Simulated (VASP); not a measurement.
# CaCd2S3 (P6/mmm) in VASP: single point with PBE

Aim: the single point of CaCd2S3 with PBE.

Program: VASP 6.6.1. These are calculated values, not measurements. Logs are shortened: lines on timing, memory, paths and dates and some standing lists are left out, and cuts for length are marked.

## 1. The cell of the first run

It takes space group P6/mmm (No. 191, hexagonal). The conventional cell has a = 6.778 Å, b = 6.778 Å, c = 3.592 Å, α = 90.00°, β = 90.00°, γ = 120.00°. Ca (site symmetry 6/mmm) has 2 Ca at 3.59 Å and 12 S at 3.84 Å and 6 Cd at 3.91 Å within 4.7 Å. Within 3.6 Å of Cd (site symmetry -6m2) lie 6 S at 2.66 Å and 2 Cd at 3.59 Å. S (site symmetry mmm) has 4 Cd at 2.66 Å and 6 S at 3.39 to 3.59 Å within 3.6 Å.

The cell was built from a structure type or drawn by symmetry, and may not be a known phase.

## 2. Single point, PBE

The input, INCAR:

```
ALGO     = Normal         # electronic algorithm
EDIFF    = 1E-6           # SCF threshold, eV
ENCUT    = 520            # plane-wave cutoff, eV
GGA      = PE             # functional
ISIF     = 2              # what is computed and relaxed
ISMEAR   = 0              # smearing method
LASPH    = True           # aspherical terms in the spheres
LCHARG   = True           # write CHGCAR
LELF     = True           # ELF
LREAL    = False          # projectors in reciprocal space
LVHAR    = True         
LWAVE    = False          # write WAVECAR
NBANDS   = 35             # bands
NELM     = 100            # most SCF steps
PREC     = Accurate       # precision mode
SIGMA    = 0.1            # smearing width, eV
```

The input, KPOINTS:

```
k-points
0
Gamma
  3 3 6
```

The input, POSCAR:

```
CaCd2S3
1.0
    6.7779231100      0.0000000000      0.0000000000
   -3.3889615500      5.8698536000      0.0000000000
    0.0000000000      0.0000000000      3.5921408700
Ca Cd S
1 2 3
Direct
    0.0000000000      0.0000000000      0.0000000000
    0.6666666700      0.3333333300      0.0000000000
    0.3333333300      0.6666666700      0.0000000000
    0.0000000000      0.5000000000      0.5000000000
    0.5000000000      0.0000000000      0.5000000000
    0.5000000000      0.5000000000      0.5000000000
```

Potentials or basis: VASP PAW PBE potentials, release 64 (Ca_sv, Cd, S).

Launch:

```bash
$ cat potpaw_PBE.64/Ca_sv/POTCAR potpaw_PBE.64/Cd/POTCAR potpaw_PBE.64/S/POTCAR > POTCAR
$ mpirun -np 1 vasp_std > vasp.out
```

OUTCAR:

```text
EDIFF = 1E-6
   ENCUT = 520
   GGA = PE
   ISIF = 2
   ISMEAR = 0
   LASPH = True
   LREAL = False
   NELM = 100
   PREC = Accurate

 ion  position               nearest neighbor table
   1  0.000  0.000  0.000-
   2  0.667  0.333  0.000-   5 2.66   5 2.66   4 2.66   4 2.66   6 2.66   6 2.66
   3  0.333  0.667  0.000-   5 2.66   5 2.66   4 2.66   4 2.66   6 2.66   6 2.66
   4  0.000  0.500  0.500-   2 2.66   3 2.66   2 2.66   3 2.66
   5  0.500  0.000  0.500-   2 2.66   3 2.66   2 2.66   3 2.66
   6  0.500  0.500  0.500-   2 2.66   3 2.66   2 2.66   3 2.66

  LATTYP: Found a hexagonal cell.
 ALAT       =     6.7779231100
 C/A-ratio  =     0.5299766332

  Lattice vectors:

 A1 = (   6.7779231100,   0.0000000000,   0.0000000000)
 A2 = (  -3.3889615500,   5.8698536000,   0.0000000000)
 A3 = (   0.0000000000,   0.0000000000,   3.5921408700)

Analysis of symmetry for initial positions (statically):
=====================================================================
 Subroutine PRICEL returns:
 Original cell was already a primitive cell.

 Routine SETGRP: Setting up the symmetry group for a
 hexagonal supercell.

 Subroutine GETGRP returns: Found 24 space group operations
 (whereof 24 operations were pure point group operations)
 out of a pool of 24 trial point group operations.

The static configuration has the point symmetry D_6h.

Analysis of symmetry for dynamics (positions and initial velocities):
=====================================================================
 Subroutine PRICEL returns:
 Original cell was already a primitive cell.

 Routine SETGRP: Setting up the symmetry group for a
 hexagonal supercell.

 Subroutine GETGRP returns: Found 24 space group operations
 (whereof 24 operations were pure point group operations)
 out of a pool of 24 trial point group operations.

The dynamic configuration has the point symmetry D_6h.

 Subroutine INISYM returns: Found 24 space group operations
 (whereof 24 operations are pure point group operations),
 and found     1 'primitive' translations

----------------------------------------------------------------------------------------

                                     Primitive cell
[... 84 lines left out ...]
   ENCUT  =  520.0 eV  38.22 Ry    6.18 a.u.  12.60 12.60  6.68*2*pi/ulx,y,z
   NELM   =    100;   NELMIN=  2; NELMDL= -5     # of ELM steps
   EDIFF  = 0.1E-05   stopping-criterion for ELM
   LREAL  =      F    real-space projection
   EDIFFG = 0.1E-04   stopping-criterion for IOM
   NSW    =      0    number of steps for IOM
   IBRION =     -1    ionic relax: 0-MD 1-quasi-New 2-CG
   NFREE  =      0    steps in history (QN), initial steepest desc. (CG)
   ISIF   =      2    stress and relaxation
   ISYM   =      2    0-nonsym 1-usesym 2-fastsym
   POTIM  = 0.5000    time-step for ionic-motion
   TEBEG  =    0.0;   TEEND  =   0.0 temperature during run
   PSTRESS=    0.0 pullay stress
   NELECT =      52.0000    total number of electrons
   NUPDOWN=      -1.0000    fix difference up-down
   EMIN   =  10.00;   EMAX   =-10.00  energy-range for DOS
   EFERMI =   0.00;   METHOD = LEGACY
   ISMEAR =     0;   SIGMA  =   0.10  broadening in eV -4-tet -1-fermi 0-gaus
   EFERMI_NEDOS =   21; number of points for ismear=-14 and -15
   IALGO  =     38    algorithm
   IMIX   =      4    mixing-type and parameters
     AMIX     =   0.40;   BMIX     =  1.00
     AMIX_MAG =   1.60;   BMIX_MAG =  1.00
  volume/ion in A,a.u.               =      23.82       160.74
  Fermi-wavevector in a.u.,A,eV,Ry     =   1.168737  2.208593 18.584831  1.365947
  Thomas-Fermi vector in A             =   2.305220
   LORBIT       =      0    0 simple, 1 ext, 2 COOP (PROOUT), +10 PAW based schemes
   GGA     = PE    functional components
   LHFCALC =     F    Hartree Fock is set to
   AEXX    =    0.0000 exact exchange contribution
   IVDW    =     0    specifies the selected vdW correction
   LEPSILON=     F    determine dielectric tensor
   LRPA    =     F    only Hartree local field effects (RPA)
 non-spin polarized calculation
 Gauss-broadening in eV      SIGMA  =   0.10
  energy-cutoff  :      520.00
  volume of cell :      142.91
 maximum number of plane-waves:      3877
 NGX is ok and might be reduce to    50
   NGX = 25   NGY = 25   NGZ = 13

 number of electron      51.9999986 magnetization

 Free energy of the ion-electron system (eV)
  ---------------------------------------------------
  ext. energy  EPLUGINS =         0.00000000
  ---------------------------------------------------
  free energy    TOTEN  =       -17.57689266 eV

  energy without entropy =      -17.56679675  energy(sigma->0) =      -17.57184471

 E-fermi :   3.3994     XC(G=0):  -9.4654

 val. band max:        3.3278890920   @ k =   0.3333   0.3333   0.5000
 cond. band min:       3.5805471888   @ k =   0.3333   0.0000   0.5000
 fundamental gap:      0.2526580968
 Fermi energy:         3.3993787303

 k-point     1 :       0.0000    0.0000    0.0000
  band No.  band energies     occupation
      1     -39.7482      2.00000
      2     -20.6892      2.00000
      3     -20.6892      2.00000
      4     -20.6277      2.00000
      5      -9.9539      2.00000
      6      -8.7051      2.00000
[... 445 lines left out ...]
     34       6.8944      0.00000
     35       7.6896      0.00000

------------------------ aborting loop because EDIFF is reached ----------------------------------------

  FORCE on cell =-STRESS in cart. coord.  units (eV):
  Direction    XX          YY          ZZ          XY          YZ          ZX
  --------------------------------------------------------------------------------------
  -------------------------------------------------------------------------------------
  Total        1.7631026      1.7631026      2.5342573      0.0000000      0.0000000      0.0000000
  in kB       19.7656404     19.7656404     28.4108368      0.0000000      0.0000000      0.0000000
  external PRESSURE =      22.6473725 kB  Pullay stress =       0.0000000 kB

 VOLUME and BASIS-vectors are now :
 -----------------------------------------------------------------------------
  energy-cutoff  :      520.00
  volume of cell :      142.91
      direct lattice vectors                 reciprocal lattice vectors
     6.777923110  0.000000000  0.000000000     0.147537820  0.085181000  0.000000000
    -3.388961550  5.869853600  0.000000000     0.000000000  0.170362000  0.000000000
     0.000000000  0.000000000  3.592140870     0.000000000  0.000000000  0.278385519

 POSITION                                       TOTAL-FORCE (eV/Angst)
 -----------------------------------------------------------------------------------
      0.00000      0.00000      0.00000         0.000000      0.000000      0.000000
      3.38896      1.95662      0.00000         0.000000      0.000000     -0.000000
     -0.00000      3.91324      0.00000        -0.000000     -0.000000      0.000000
     -1.69448      2.93493      1.79607         0.000000      0.000000      0.000000
      3.38896      0.00000      1.79607         0.000000      0.000000      0.000000
      1.69448      2.93493      1.79607         0.000000      0.000000      0.000000
 -----------------------------------------------------------------------------------
    total drift:                               -0.000000      0.000000     -0.000000

  FREE ENERGIE OF THE ION-ELECTRON SYSTEM (eV)
  ---------------------------------------------------
  free  energy   TOTEN  =       -17.5768926626 eV

  energy  without entropy=      -17.5667967510  energy(sigma->0) =      -17.57184471
```

Run time: 94 s. Hardware: 1 thread of AMD EPYC 7R13, shared host; peak memory 0.24 GiB.

What came out:

| Item | Value |
| --- | --- |
| Free energy | -17.5769 eV |
| Pressure | 2.3 GPa |
| Band gap on the k mesh | zero (bands 26 and 27 overlap by 0.67 eV) |

Stress tensor (GPa, compression positive):
```
1.98 0.00 0.00
0.00 1.98 0.00
0.00 0.00 2.84
```

Caveat: semilocal functionals underestimate gaps, so a narrow gap can read as zero.
